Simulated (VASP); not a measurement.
## TiCo2: single point with r2SCAN

The system is TiCo2.

```xyz
6
Lattice="0.0000 3.3520 3.3520 3.3520 0.0000 3.3520 3.3520 3.3520 0.0000" Properties=species:S:1:pos:R:3 pbc="T T T"
Ti    3.3520    3.3520    3.3520
Ti    5.0280    5.0280    5.0280
Co    0.8380    0.8380    0.8380
Co    0.8380    2.5140    2.5140
Co    2.5140    2.5140    0.8380
Co    2.5140    0.8380    2.5140
```

- Program: VASP 6.6.1
- Task: single point
- Functional: r2SCAN
- Potentials or basis: VASP PAW PBE potentials, release 64 (Ti_sv, Co)
- Cutoff: 520 eV
- k mesh: 10 × 10 × 10
- Occupations: gaussian, width 0.1 eV
- Spin: no spin polarisation

* Pressure: -11.2 GPa
* Band gap on the k mesh: zero (bands 30 and 31 overlap by 0.87 eV)

Levels at points of the mesh, in eV from the Fermi level:
```tsv
k point	band 27	band 28	band 29	band 30	band 31	band 32	band 33	band 34
(0.00, 0.00, 0.00)	-0.64	-0.64	-0.57	-0.57	-0.57	0.83	0.83	0.83
(0.50, 0.00, 0.00)	-0.62	-0.39	-0.39	0.22	0.22	0.54	0.54	0.83
(0.50, 0.50, 0.00)	-0.52	-0.52	-0.52	-0.52	-0.02	-0.02	0.93	0.93
```

Wall time 6.5 min on 1 thread of Intel(R) Xeon(R) 6975P-C (Granite Rapids), with other jobs on the host, peak memory 0.29 GiB.

Caveat: the cell stands under tension; the PAW data sets were made with another functional, which shifts forces and pressure a little; the run has no spin polarisation, though such a crystal can be magnetic. Spin polarisation is off, so any magnetic state and its effect on volume and gap are missing.
